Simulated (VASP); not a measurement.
SbPt:

```
Sb Pt
1.0
     4.17744    0.00000    0.00000
    -2.08872    3.61777    0.00000
     0.00000    0.00000    5.53920
Sb Pt
2 2
Direct
  0.66667 0.33333 0.75000
  0.33333 0.66667 0.25000
  0.00000 0.00000 0.50000
  0.00000 0.00000 0.00000
```

Base run:

- Program: VASP 6.6.1
- Functional: LDA
- Potentials or basis: VASP PAW LDA potentials, release 64 (Sb, Pt)
- Cutoff: 520 eV
- k mesh: 9 × 9 × 6
- Occupations: fermi-dirac, width 0.05 eV
- Spin: no spin polarisation

Its results: band gap on the k mesh zero (band 15 reaches 11.80 eV, above the bottom of band 16 at 7.85 eV); pressure -4.8 GPa.

Question: The run is repeated on the same cell with these changes: further incar settings from ALGO = Normal; EDIFF = 1e-06; NBANDS = 23 to ALGO = Normal; EDIFF = 1e-07; NBANDS = 23; hubbard terms from none to Pt d U = 3.0 eV. What comes out?

Answer: Band gap on the k mesh zero (band 15 reaches 11.61 eV, above the bottom of band 16 at 7.35 eV); pressure -7.7 GPa.

Caveats: spin-orbit coupling is left out, which moves the levels of the heavy elements; U without spin polarisation on a metal has little footing (some runs); the U is typed as a test and isn't derived for this compound (some runs).
